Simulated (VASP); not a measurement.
# Pt (Pm-3m) in VASP: single point with PBEsol

Aim: the single point of Pt with PBEsol.

All numbers are computed with VASP 6.6.1; they aren't measurements. Logs are shortened: lines on timing, memory, paths and dates and some standing lists are left out, and cuts for length are marked.

**1. The cell of the first run**

It takes space group Pm-3m (No. 221, cubic). The conventional cell has a = 2.589 Å, b = 2.589 Å, c = 2.589 Å, α = 90.00°, β = 90.00°, γ = 90.00°. Pt (site symmetry m-3m) has 6 Pt at 2.59 Å within 3.4 Å.

**2. Single point, PBEsol**

INCAR

```
SYSTEM = Pt
PREC     = Accurate       ! precision mode
ENCUT    = 520            ! plane-wave cutoff, eV
EDIFF    = 1E-6           ! SCF threshold, eV
ISMEAR   = -1             ! smearing method
SIGMA    = 0.13605693000000002 ! smearing width, eV
LREAL    = .False.        ! projectors in reciprocal space
LASPH    = .True.         ! aspherical terms in the spheres
NELM     = 60             ! most SCF steps
ALGO     = Normal         ! electronic algorithm
ISIF     = 2              ! what is computed and relaxed
LWAVE    = .False.        ! write WAVECAR
LCHARG   = .True.         ! write CHGCAR
GGA      = PS             ! functional
LELF     = .True.         ! ELF
LVHAR    = .True.       
NBANDS   = 11             ! bands
```

KPOINTS

```
regular mesh
0
Gamma
  13 13 13
  0 0 0
```

POSCAR

```
Pt
1.0
    2.5892057413      0.0000000000      0.0000000000
    0.0000000000      2.5892057413      0.0000000000
    0.0000000000      0.0000000000      2.5892057413
Pt
1
Direct
    0.0000000000      0.0000000000      0.0000000000
```

Potentials or basis: VASP PAW PBE potentials, release 64 (Pt).

Started as:

```console
$ cat potpaw_PBE.64/Pt/POTCAR > POTCAR
$ mpirun -np 1 vasp_std > vasp.out
```

OUTCAR:

```text
SYSTEM = Pt
   PREC = Accurate
   ENCUT = 520
   EDIFF = 1E-6
   ISMEAR = -1
   LREAL = .False.
   LASPH = .True.
   NELM = 60
   ISIF = 2
   GGA = PS

 ion  position               nearest neighbor table
   1  0.000  0.000  0.000-

  LATTYP: Found a simple cubic cell.
 ALAT       =     2.5892057413

  Lattice vectors:

 A1 = (   2.5892057413,   0.0000000000,   0.0000000000)
 A2 = (   0.0000000000,   2.5892057413,   0.0000000000)
 A3 = (   0.0000000000,   0.0000000000,   2.5892057413)

Analysis of symmetry for initial positions (statically):
=====================================================================
 Subroutine PRICEL returns:
 Original cell was already a primitive cell.

 Routine SETGRP: Setting up the symmetry group for a
 simple cubic supercell.

 Subroutine GETGRP returns: Found 48 space group operations
 (whereof 48 operations were pure point group operations)
 out of a pool of 48 trial point group operations.

The static configuration has the point symmetry O_h .

Analysis of symmetry for dynamics (positions and initial velocities):
=====================================================================
 Subroutine PRICEL returns:
 Original cell was already a primitive cell.

 Routine SETGRP: Setting up the symmetry group for a
 simple cubic supercell.

 Subroutine GETGRP returns: Found 48 space group operations
 (whereof 48 operations were pure point group operations)
 out of a pool of 48 trial point group operations.

The dynamic configuration has the point symmetry O_h .

 Subroutine INISYM returns: Found 48 space group operations
 (whereof 48 operations are pure point group operations),
 and found     1 'primitive' translations

----------------------------------------------------------------------------------------

                                     Primitive cell

  volume of cell :      17.3580

  direct lattice vectors                    reciprocal lattice vectors
     2.589205741  0.000000000  0.000000000     0.386218825  0.000000000  0.000000000
     0.000000000  2.589205741  0.000000000     0.000000000  0.386218825  0.000000000
     0.000000000  0.000000000  2.589205741     0.000000000  0.000000000  0.386218825

  length of vectors
     2.589205741  2.589205741  2.589205741     0.386218825  0.386218825  0.386218825

  position of ions in fractional coordinates (direct lattice)
     0.000000000  0.000000000  0.000000000

  ion indices of the primitive-cell ions
   primitive index   ion index
                 1           1

----------------------------------------------------------------------------------------

 KPOINTS: regular mesh

Automatic generation of k-mesh.
 Grid dimensions read from file:
 generate k-points for:   13   13   13

 Generating k-lattice:

  Cartesian coordinates                     Fractional coordinates (reciprocal lattice)
     0.029709140  0.000000000  0.000000000     0.076923077  0.000000000  0.000000000
     0.000000000  0.029709140  0.000000000     0.000000000  0.076923077  0.000000000
     0.000000000  0.000000000  0.029709140     0.000000000  0.000000000  0.076923077

  Length of vectors
     0.029709140  0.029709140  0.029709140

  Shift w.r.t. Gamma in fractional coordinates (k-lattice)
     0.000000000  0.000000000  0.000000000

 Subroutine IBZKPT returns following result:
 ===========================================

 Found     84 irreducible k-points:

 Following reciprocal coordinates:
            Coordinates               Weight
  0.000000  0.000000  0.000000      1.000000
  0.076923  0.000000  0.000000      6.000000
  0.153846  0.000000  0.000000      6.000000
  0.230769  0.000000  0.000000      6.000000
  0.307692  0.000000  0.000000      6.000000
  0.384615  0.000000  0.000000      6.000000
[... 16 lines left out ...]
  0.307692  0.307692  0.000000     12.000000
  0.384615  0.307692  0.000000     24.000000
 [... further k-points ...]
   k-points           NKPTS =     84   k-points in BZ     NKDIM =     84   number of bands    NBANDS=     11
   number of dos      NEDOS =    301   number of ions     NIONS =      1
   total plane-waves  NPLWV =   8000
   dimension x,y,z NGX =    20 NGY =   20 NGZ =   20
   dimension x,y,z NGXF=    40 NGYF=   40 NGZF=   40
   ions per type =               1
   NGX,Y,Z   is equivalent  to a cutoff of  12.84, 12.84, 12.84 a.u.
   NGXF,Y,Z  is equivalent  to a cutoff of  25.68, 25.68, 25.68 a.u.
 SYSTEM =  Pt
   PREC   = accura    normal or accurate (medium, high low for compatibility)
   ISTART =      0    job   : 0-new  1-cont  2-samecut
   ICHARG =      2    charge: 1-file 2-atom 10-const
   ISPIN  =      1    spin polarized calculation?
   LNONCOLLINEAR =      F non collinear calculations
   LSORBIT =      F    spin-orbit coupling
   LASPH  =      T    aspherical Exc in radial PAW
   ENCUT  =  520.0 eV  38.22 Ry    6.18 a.u.   4.81  4.81  4.81*2*pi/ulx,y,z
   NELM   =     60;   NELMIN=  2; NELMDL= -5     # of ELM steps
   EDIFF  = 0.1E-05   stopping-criterion for ELM
   LREAL  =      F    real-space projection
   EDIFFG = 0.1E-04   stopping-criterion for IOM
   NSW    =      0    number of steps for IOM
   IBRION =     -1    ionic relax: 0-MD 1-quasi-New 2-CG
   NFREE  =      0    steps in history (QN), initial steepest desc. (CG)
   ISIF   =      2    stress and relaxation
   ISYM   =      2    0-nonsym 1-usesym 2-fastsym
   POTIM  = 0.5000    time-step for ionic-motion
   TEBEG  =    0.0;   TEEND  =   0.0 temperature during run
   PSTRESS=    0.0 pullay stress
   NELECT =      10.0000    total number of electrons
   NUPDOWN=      -1.0000    fix difference up-down
   EMIN   =  10.00;   EMAX   =-10.00  energy-range for DOS
   EFERMI =   0.00;   METHOD = LEGACY
   ISMEAR =    -1;   SIGMA  =   0.14  broadening in eV -4-tet -1-fermi 0-gaus
   EFERMI_NEDOS =   21; number of points for ismear=-14 and -15
   IALGO  =     38    algorithm
   IMIX   =      4    mixing-type and parameters
     AMIX     =   0.40;   BMIX     =  1.00
     AMIX_MAG =   1.60;   BMIX_MAG =  1.00
  volume/ion in A,a.u.               =      17.36       117.14
  Fermi-wavevector in a.u.,A,eV,Ry     =   1.362202  2.574189 25.246903  1.855595
  Thomas-Fermi vector in A             =   2.488712
   LORBIT       =      0    0 simple, 1 ext, 2 COOP (PROOUT), +10 PAW based schemes
   GGA     = PS    functional components
   LHFCALC =     F    Hartree Fock is set to
   AEXX    =    0.0000 exact exchange contribution
   IVDW    =     0    specifies the selected vdW correction
   LEPSILON=     F    determine dielectric tensor
   LRPA    =     F    only Hartree local field effects (RPA)
 non-spin polarized calculation
  energy-cutoff  :      520.00
  volume of cell :       17.36
 maximum number of plane-waves:       477
 NGX is ok and might be reduce to    20
   NGX =  9   NGY =  9   NGZ =  9

 number of electron      10.0000000 magnetization

 Free energy of the ion-electron system (eV)
  ---------------------------------------------------
  ext. energy  EPLUGINS =         0.00000000
  ---------------------------------------------------
  free energy    TOTEN  =        -6.46720607 eV

  energy without entropy =       -6.39248842  energy(sigma->0) =       -6.42984725

 E-fermi :   8.6882     XC(G=0): -12.6675

 val. band max:        8.6754000625   @ k =   0.3846   0.3846   0.1538
 cond. band min:       8.6968169845   @ k =   0.4615   0.1538   0.0000
 fundamental gap:      0.0214169219
 Fermi energy:         8.6881897237

 k-point     1 :       0.0000    0.0000    0.0000
  band No.  band energies     occupation
      1      -0.1661      2.00000
      2       2.6635      2.00000
      3       2.6635      2.00000
      4       8.9955      0.18917
      5       8.9955      0.18917
      6       8.9955      0.18916
      7      24.0051      0.00000
      8      24.0051      0.00000
      9      24.0051      0.00000
     10      29.8495      0.00000
     11      32.6483      0.00000

 k-point     2 :       0.0769    0.0000    0.0000
  band No.  band energies     occupation
      1       0.0066      2.00000
      2       2.6963      2.00000
      3       2.8212      2.00000
      4       8.8337      0.51112
      5       8.8337      0.51110
      6       9.0081      0.17392
      7      22.8487      0.00000
      8      24.3165      0.00000
      9      24.3165      0.00000
     10      30.5584      0.00000
     11      31.5605      0.00000

 k-point     3 :       0.1538    0.0000    0.0000
  band No.  band energies     occupation
      1       0.4735      2.00000
      2       2.7883      2.00000
      3       3.3130      2.00000
      4       8.4109      1.76949
      5       8.4109      1.76948
      6       9.0431      0.13716
      7      20.6547      0.00000
      8      25.1723      0.00000
      9      25.1723      0.00000
     10      29.7426      0.00000
     11      31.0767      0.00000

 k-point     4 :       0.2308    0.0000    0.0000
  band No.  band energies     occupation
      1       1.0972      2.00000
      2       2.9214      2.00000
      3       4.1748      2.00000
      4       7.8679      1.99520
      5       7.8679      1.99519
      6       9.0929      0.09716
      7      18.3963      0.00000
      8      26.3873      0.00000
      9      26.3873      0.00000
     10      28.0437      0.00000
     11      30.9946      0.00000
[... 239 lines left out ...]
 k-point    22 :       0.4615    0.2308    0.0000
  band No.  band energies     occupation
      1       3.2373      2.00000
      2       4.0797      2.00000
      3       5.3354      2.00000
      4       6.9107      2.00000
      5       8.2040      1.94463
      6      10.3803      0.00001
      7      13.7943      0.00000
      8      23.9672      0.00000
      9      25.4327      0.00000
     10      28.0904      0.00000
     11      33.1781      0.00000

 k-point    23 :       0.3077    0.3077    0.0000
  band No.  band energies     occupation
      1       2.9957      2.00000
      2       3.9433      2.00000
      3       6.4300      2.00000
      4       7.5214      1.99962
      5       7.5600      1.99950
      6       7.6807      1.99878
      7      17.8128      0.00000
      8      20.2165      0.00000
      9      26.8026      0.00000
     10      31.2507      0.00000
     11      31.7092      0.00000

 k-point    24 :       0.3846    0.3077    0.0000
  band No.  band energies     occupation
      1       3.2183      2.00000
      2       3.6462      2.00000
      3       6.8858      2.00000
      4       7.2119      1.99996
      5       7.6839      1.99876
      6       9.1420      0.06875
      7      16.0618      0.00000
      8      20.8596      0.00000
      9      25.5835      0.00000
     10      29.8206      0.00000
     11      32.6545      0.00000

 [... further k-points ...]
[... 5 lines left out ...]
  --------------------------------------------------------------------------------------
  -------------------------------------------------------------------------------------
  Total       -0.0632578     -0.0632578     -0.0632578      0.0000000      0.0000000     -0.0000000
  in kB       -5.8388216     -5.8388216     -5.8388216      0.0000000      0.0000000     -0.0000000
  external PRESSURE =      -5.8388216 kB  Pullay stress =       0.0000000 kB

 VOLUME and BASIS-vectors are now :
 -----------------------------------------------------------------------------
  energy-cutoff  :      520.00
  volume of cell :       17.36
      direct lattice vectors                 reciprocal lattice vectors
     2.589205741  0.000000000  0.000000000     0.386218825  0.000000000  0.000000000
     0.000000000  2.589205741  0.000000000     0.000000000  0.386218825  0.000000000
     0.000000000  0.000000000  2.589205741     0.000000000  0.000000000  0.386218825

 POSITION                                       TOTAL-FORCE (eV/Angst)
 -----------------------------------------------------------------------------------
      0.00000      0.00000      0.00000         0.000000      0.000000      0.000000
 -----------------------------------------------------------------------------------
    total drift:                                0.000000      0.000000      0.000000

  FREE ENERGIE OF THE ION-ELECTRON SYSTEM (eV)
  ---------------------------------------------------
  free  energy   TOTEN  =        -6.4672060737 eV

  energy  without entropy=       -6.3924884194  energy(sigma->0) =       -6.42984725
```

It took 17 s on 1 thread of Intel Xeon 8259CL, shared host; peak memory 0.14 GiB.

Results:

```
Free energy            : -6.4672 eV
Pressure               : -0.6 GPa
Band gap on the k mesh : zero (band 5 reaches 10.58 eV, above the bottom of band 6 at 7.57 eV)
```

Caveat: the PAW data sets were made with another functional, which shifts forces and pressure a little; spin-orbit coupling is left out, which moves the levels of the heavy elements.
